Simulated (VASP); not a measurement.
# BP (NiAs type) (P6_3/mmc) in VASP: relaxation of cell and atoms with PBE

Aim: the relaxation of cell and atoms of BP (NiAs type) with PBE.

Program: VASP 6.6.1. These are calculated values, not measurements. Logs are shortened: lines on timing, memory, paths and dates and some standing lists are left out, and cuts for length are marked.

### Step 1. The cell of the first run

The structure is hexagonal, space group P6_3/mmc (No. 194). Conventional cell: a = 3.034 Å, b = 3.034 Å, c = 4.702 Å, α = 90.00°, β = 90.00°, γ = 120.00°. Within 2.8 Å of B (site symmetry -3m) lie 6 P at 2.11 Å and 2 B at 2.35 Å. Within 2.8 Å of P (site symmetry -6m2) lie 6 B at 2.11 Å.

### Step 2. Relaxation of cell and atoms, PBE, target pressure 14 GPa, at which the enthalpy is minimised

INCAR

```
PREC     = Accurate       # precision mode
ENCUT    = 500            # plane-wave cutoff, eV
EDIFF    = 1E-7           # SCF threshold, eV
ISMEAR   = -1             # smearing method
SIGMA    = 0.05           # smearing width, eV
LREAL    = F              # projectors in reciprocal space
LASPH    = T              # aspherical terms in the spheres
NELM     = 120            # most SCF steps
ALGO     = Normal         # electronic algorithm
ISIF     = 3              # what is computed and relaxed
LWAVE    = F              # write WAVECAR
LCHARG   = F              # write CHGCAR
GGA      = PE             # functional
IBRION   = 2              # ionic algorithm
NSW      = 60             # ionic steps
EDIFFG   = -0.005         # ionic threshold
PSTRESS  = 140.0        
GGA_COMPAT= F            
NELMIN   = 4
```

KPOINTS

```
regular mesh
0
Gamma
  12 12 7
```

POSCAR

```
BP
1.0
    3.0336267966      0.0000000000      0.0000000000
   -1.5168133983      2.6271978714      0.0000000000
    0.0000000000      0.0000000000      4.7021215347
B P
2 2
Direct
    0.0000000000      0.0000000000      0.0000000000
    0.0000000000      0.0000000000      0.5000000000
    0.3333333333      0.6666666667      0.2500000000
    0.6666666667      0.3333333333      0.7500000000
```

Potentials or basis: VASP PAW PBE potentials, release 64 (B, P).

Launch:

```sh
$ cat potpaw_PBE.64/B/POTCAR potpaw_PBE.64/P/POTCAR > POTCAR
$ mpirun -np 1 vasp_std > vasp.out
```

OUTCAR:

```text
PREC = Accurate
   ENCUT = 500
   EDIFF = 1E-7
   ISMEAR = -1
   LREAL = F
   LASPH = T
   NELM = 120
   ISIF = 3
   GGA = PE
   IBRION = 2
   NSW = 60
   EDIFFG = -0.005
   PSTRESS = 140.0
   NELMIN = 4

 ion  position               nearest neighbor table
   1  0.000  0.000  0.000-   3 2.11   4 2.11   3 2.11   4 2.11   4 2.11   3 2.11
   2  0.000  0.000  0.500-   3 2.11   4 2.11   3 2.11   4 2.11   4 2.11   3 2.11
   3  0.333  0.667  0.250-   1 2.11   2 2.11   1 2.11   2 2.11   1 2.11   2 2.11   4 2.93   4 2.93
                             4 2.93   4 2.93   4 2.93   4 2.93
   4  0.667  0.333  0.750-   1 2.11   2 2.11   1 2.11   2 2.11   1 2.11   2 2.11   3 2.93   3 2.93
                             3 2.93   3 2.93   3 2.93   3 2.93

  LATTYP: Found a hexagonal cell.
 ALAT       =     3.0336267966
 C/A-ratio  =     1.5500000000

  Lattice vectors:

 A1 = (   3.0336267966,   0.0000000000,   0.0000000000)
 A2 = (  -1.5168133983,   2.6271978714,   0.0000000000)
 A3 = (   0.0000000000,   0.0000000000,   4.7021215347)

Analysis of symmetry for initial positions (statically):
=====================================================================
 Subroutine PRICEL returns:
 Original cell was already a primitive cell.

 Routine SETGRP: Setting up the symmetry group for a
 hexagonal supercell.

 Subroutine GETGRP returns: Found 24 space group operations
 (whereof 12 operations were pure point group operations)
 out of a pool of 24 trial point group operations.

The static configuration has the point symmetry D_3d.
 The point group associated with its full space group is D_6h.

Analysis of symmetry for dynamics (positions and initial velocities):
=====================================================================
 Subroutine PRICEL returns:
 Original cell was already a primitive cell.

 Routine SETGRP: Setting up the symmetry group for a
 hexagonal supercell.

 Subroutine GETGRP returns: Found 24 space group operations
 (whereof 12 operations were pure point group operations)
 out of a pool of 24 trial point group operations.

The dynamic configuration has the point symmetry D_3d.
 The point group associated with its full space group is D_6h.

 Subroutine INISYM returns: Found 24 space group operations
 (whereof 12 operations are pure point group operations),
 and found     1 'primitive' translations

----------------------------------------------------------------------------------------

                                     Primitive cell

  volume of cell :      37.4756

  direct lattice vectors                    reciprocal lattice vectors
     3.033626797  0.000000000  0.000000000     0.329638438  0.190316841  0.000000000
    -1.516813398  2.627197871  0.000000000     0.000000000  0.380633682  0.000000000
     0.000000000  0.000000000  4.702121535     0.000000000  0.000000000  0.212669960

  length of vectors
     3.033626797  3.033626797  4.702121535     0.380633682  0.380633682  0.212669960

  position of ions in fractional coordinates (direct lattice)
     0.000000000  0.000000000  0.000000000
     0.000000000  0.000000000  0.500000000
     0.333333333  0.666666667  0.250000000
     0.666666667  0.333333333  0.750000000

  ion indices of the primitive-cell ions
   primitive index   ion index
                 1           1
                 2           2
                 3           3
                 4           4

----------------------------------------------------------------------------------------

 KPOINTS: regular mesh

Automatic generation of k-mesh.
 Grid dimensions read from file:
 generate k-points for:   12   12    7

 Generating k-lattice:

  Cartesian coordinates                     Fractional coordinates (reciprocal lattice)
     0.027469870  0.015859737  0.000000000     0.083333333  0.000000000  0.000000000
     0.000000000  0.031719474  0.000000000     0.000000000  0.083333333  0.000000000
     0.000000000  0.000000000  0.030381423     0.000000000  0.000000000  0.142857143

  Length of vectors
     0.031719474  0.031719474  0.030381423

  Shift w.r.t. Gamma in fractional coordinates (k-lattice)
     0.000000000  0.000000000  0.000000000

 Subroutine IBZKPT returns following result:
 ===========================================

 Found     76 irreducible k-points:

 Following reciprocal coordinates:
            Coordinates               Weight
  0.000000  0.000000  0.000000      1.000000
  0.083333 -0.000000  0.000000      6.000000
  0.166667  0.000000  0.000000      6.000000
  0.250000 -0.000000  0.000000      6.000000
  0.333333 -0.000000  0.000000      6.000000
  0.416667 -0.000000  0.000000      6.000000
[... 16 lines left out ...]
  0.250000 -0.000000  0.142857     12.000000
  0.333333 -0.000000  0.142857     12.000000
 [... further k-points ...]
   k-points           NKPTS =     76   k-points in BZ     NKDIM =     76   number of bands    NBANDS=     12
   number of dos      NEDOS =    301   number of ions     NIONS =      4
   total plane-waves  NPLWV =  20736
   dimension x,y,z NGX =    24 NGY =   24 NGZ =   36
   dimension x,y,z NGXF=    48 NGYF=   48 NGZF=   72
   ions per type =               2   2
   NGX,Y,Z   is equivalent  to a cutoff of  13.15, 13.15, 12.73 a.u.
   NGXF,Y,Z  is equivalent  to a cutoff of  26.30, 26.30, 25.46 a.u.
 SYSTEM =  unknown system
   PREC   = accura    normal or accurate (medium, high low for compatibility)
   ISTART =      0    job   : 0-new  1-cont  2-samecut
   ICHARG =      2    charge: 1-file 2-atom 10-const
   ISPIN  =      1    spin polarized calculation?
   LNONCOLLINEAR =      F non collinear calculations
   LSORBIT =      F    spin-orbit coupling
   LASPH  =      T    aspherical Exc in radial PAW
   ENCUT  =  500.0 eV  36.75 Ry    6.06 a.u.   5.53  5.53  8.57*2*pi/ulx,y,z
   NELM   =    120;   NELMIN=  4; NELMDL= -5     # of ELM steps
   EDIFF  = 0.1E-06   stopping-criterion for ELM
   LREAL  =      F    real-space projection
   EDIFFG = -.5E-02   stopping-criterion for IOM
   NSW    =     60    number of steps for IOM
   IBRION =      2    ionic relax: 0-MD 1-quasi-New 2-CG
   NFREE  =      1    steps in history (QN), initial steepest desc. (CG)
   ISIF   =      3    stress and relaxation
   ISYM   =      2    0-nonsym 1-usesym 2-fastsym
   POTIM  = 0.5000    time-step for ionic-motion
   TEBEG  =    0.0;   TEEND  =   0.0 temperature during run
   PSTRESS=  140.0 pullay stress
   NELECT =      16.0000    total number of electrons
   NUPDOWN=      -1.0000    fix difference up-down
   EMIN   =  10.00;   EMAX   =-10.00  energy-range for DOS
   EFERMI =   0.00;   METHOD = LEGACY
   ISMEAR =    -1;   SIGMA  =   0.05  broadening in eV -4-tet -1-fermi 0-gaus
   EFERMI_NEDOS =   21; number of points for ismear=-14 and -15
   IALGO  =     38    algorithm
   IMIX   =      4    mixing-type and parameters
     AMIX     =   0.40;   BMIX     =  1.00
     AMIX_MAG =   1.60;   BMIX_MAG =  1.00
  volume/ion in A,a.u.               =       9.37        63.22
  Fermi-wavevector in a.u.,A,eV,Ry     =   1.232722  2.329507 20.675469  1.519604
  Thomas-Fermi vector in A             =   2.367481
   LORBIT       =      0    0 simple, 1 ext, 2 COOP (PROOUT), +10 PAW based schemes
   GGA     = PE    functional components
   LHFCALC =     F    Hartree Fock is set to
   AEXX    =    0.0000 exact exchange contribution
   IVDW    =     0    specifies the selected vdW correction
   LEPSILON=     F    determine dielectric tensor
   LRPA    =     F    only Hartree local field effects (RPA)
 conjugate gradient relaxation of ions
 non-spin polarized calculation
  energy-cutoff  :      500.00
  volume of cell :       37.48
 maximum number of plane-waves:       978
 NGX is ok and might be reduce to    24
   NGX = 11   NGY = 11   NGZ = 17

--------------------------------------- Ionic step        1  -------------------------------------------

 number of electron      16.0000002 magnetization

 Free energy of the ion-electron system (eV)
  ---------------------------------------------------
  ext. energy  EPLUGINS =         0.00000000
  ---------------------------------------------------
  free energy    TOTEN  =       -20.83214173 eV

  energy without entropy =      -20.82246008  energy(sigma->0) =      -20.82730091

------------------------ aborting loop because EDIFF is reached ----------------------------------------

  FORCE on cell =-STRESS in cart. coord.  units (eV):
  Direction    XX          YY          ZZ          XY          YZ          ZX
  --------------------------------------------------------------------------------------
  -------------------------------------------------------------------------------------
  Total        3.6617192      3.6617192      5.8703231      0.0000000      0.0000000     -0.0000000
  in kB      156.5477529    156.5477529    250.9711515      0.0000000      0.0000000     -0.0000000
  external PRESSURE =      48.0222191 kB  Pullay stress =     140.0000000 kB
[... 103 lines left out ...]
  energy  without entropy=      -20.9851915478  energy(sigma->0) =      -20.99016711

  enthalpy is  TOTEN    =       -17.5963014902 eV   P V=        3.3988411779

[... ionic steps 4 to 8 ...]

--------------------------------------- Ionic step        9  -------------------------------------------

 number of electron      16.0000003 magnetization

------------------------ aborting loop because EDIFF is reached ----------------------------------------
[... 75 lines left out ...]
--------------------------------------- Ionic step       11  -------------------------------------------

 number of electron      16.0000002 magnetization

 Free energy of the ion-electron system (eV)
  ---------------------------------------------------
  ext. energy  EPLUGINS =         0.00000000
  ---------------------------------------------------
  free energy    TOTEN  =       -20.97672892 eV

  energy without entropy =      -20.96765193  energy(sigma->0) =      -20.97219043

 E-fermi :  10.5562     XC(G=0): -12.1639

 val. band max:       10.5236259908   @ k =   0.2500   0.1667   0.1429
 cond. band min:      10.5777424252   @ k =   0.4167   0.0833   0.0000
 fundamental gap:      0.0541164345
 Fermi energy:        10.5561828704

 k-point     1 :       0.0000    0.0000    0.0000
  band No.  band energies     occupation
      1      -7.0633      2.00000
      2      -2.6398      2.00000
      3      -0.6406      2.00000
      4       9.4589      2.00000
      5       9.4589      2.00000
      6      10.7574      0.03511
      7      11.9743      0.00000
      8      11.9743      0.00000
      9      13.6196      0.00000
     10      13.6196      0.00000
     11      15.8069      0.00000
     12      16.2379      0.00000
[... 331 lines left out ...]
 k-point    24 :       0.3333   -0.0000    0.1429
  band No.  band energies     occupation
      1      -4.7612      2.00000
      2      -1.2952      2.00000
      3       1.7417      2.00000
      4       2.6046      2.00000
      5       5.4425      2.00000
      6       6.7413      2.00000
      7       8.1823      2.00000
      8      10.4660      1.71695
      9      11.8334      0.00000
     10      12.3542      0.00000
     11      13.3764      0.00000
     12      14.5698      0.00000

 [... further k-points ...]

------------------------ aborting loop because EDIFF is reached ----------------------------------------

  FORCE on cell =-STRESS in cart. coord.  units (eV):
  Direction    XX          YY          ZZ          XY          YZ          ZX
  --------------------------------------------------------------------------------------
  -------------------------------------------------------------------------------------
  Total        3.3539931      3.3539931      3.3254226     -0.0000000      0.0000000      0.0000000
  in kB      140.6882545    140.6882545    139.4898211     -0.0000000      0.0000000      0.0000000
  external PRESSURE =       0.2887767 kB  Pullay stress =     140.0000000 kB
[... 23 lines left out ...]
  energy  without entropy=      -20.9676519303  energy(sigma->0) =      -20.97219043

  enthalpy is  TOTEN    =       -17.6391436942 eV   P V=        3.3375852270

 reached required accuracy - stopping structural energy minimisation
```

It took 4.2 min on 1 thread of Intel Xeon 8259CL, shared host; peak memory 0.17 GiB.

What came out:

```
Free energy                                                : -20.9767 eV
Relaxed volume                                             : 9.55 Å³/atom
Relaxed cell                                               : a = 2.979 Å, b = 2.979 Å, c = 4.969 Å, α = 90.00°, β = 90.00°, γ = 120.00°
Space group after relaxing (to 0.1 Å)                      : P6_3/mmc (No. 194)
Energy change on relaxing (the run minimises the enthalpy) : -36.1 meV/atom
Ionic steps                                                : 11
Pressure after relaxing                                    : 14.0 GPa
Band gap on the k mesh                                     : zero (bands 8 and 9 overlap by 6.17 eV)
```

Stress tensor (GPa, compression positive):
```
14.07  0.00  0.00
 0.00 14.07  0.00
 0.00  0.00 13.95
```

The path:
```csv
step,energy change (eV),largest force (eV/Å),pressure (GPa),volume (Å³)
1,0.0000,0.0000,18.80,37.48
2,-0.1727,0.0000,10.25,39.01
3,-0.1630,0.0000,10.84,38.90
4,-0.1800,0.0000,11.57,38.67
5,-0.1778,0.0000,11.82,38.61
6,-0.1682,0.0000,12.35,38.49
7,-0.1714,0.0000,12.20,38.53
8,-0.1750,0.0000,12.01,38.57
9,-0.1733,0.0000,12.10,38.55
10,-0.1157,0.0000,15.79,37.89
11,-0.1446,0.0000,14.03,38.20
```

Final structure:
```
CELL_PARAMETERS angstrom
2.97935 0.00000 0.00000
-1.48967 2.58019 0.00000
0.00000 0.00000 4.96869
ATOMIC_POSITIONS crystal
B 0.00000 0.00000 0.00000
B 0.00000 0.00000 0.50000
P 0.33333 0.66667 0.25000
P 0.66667 0.33333 0.75000
```

Caveat: the cell is relaxed towards a set pressure, so the run minimises the enthalpy, not the energy.
